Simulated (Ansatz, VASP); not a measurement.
Ni in VASP and in Ansatz

```
Ni
1.0
     0.00000    1.76987    1.76987
     1.76987    0.00000    1.76987
     1.76987    1.76987    0.00000
Ni
1
Direct
  0.00000 0.00000 0.00000
```

Alike in both runs: task single point; functional PBE; k mesh 13 × 13 × 13; occupations fermi-dirac, width 0.0005 eV; collinear spin; Hubbard terms Ni d U = 6.2 eV.

|  | VASP | Ansatz |
| --- | --- | --- |
| version | VASP 6.6.1 | Ansatz 0.2.0 |
| potentials or method | VASP PAW PBE potentials, release 64 (Ni), cutoff 520 eV | PAW, plane waves, scalar-relativistic |
| valence electrons in the cell | 10 | 18 |

Ansatz gave:

* pressure (GPa): -0.5
* net moment per atom (μB): 0.67
* size of the moment on the site where the two differ most (μB): 0.74

Question: What did VASP give for the same quantities?

Answer: Pressure (GPa): -10.7; net moment per atom (μB): 0.84; size of the moment on the site where the two differ most (μB): 0.89.

The net moments are unlike, so the other rows may belong to different states. Site moments also hang on the region over which each program counts them. The programs project onto different local orbitals, so the same U acts differently, and such runs can settle in different states. VASP's potentials hold 10 valence electrons a cell and Ansatz's 18, so a difference there can come from the potentials and not from the codes. Ansatz's warnings: filled band counts differ across k points.
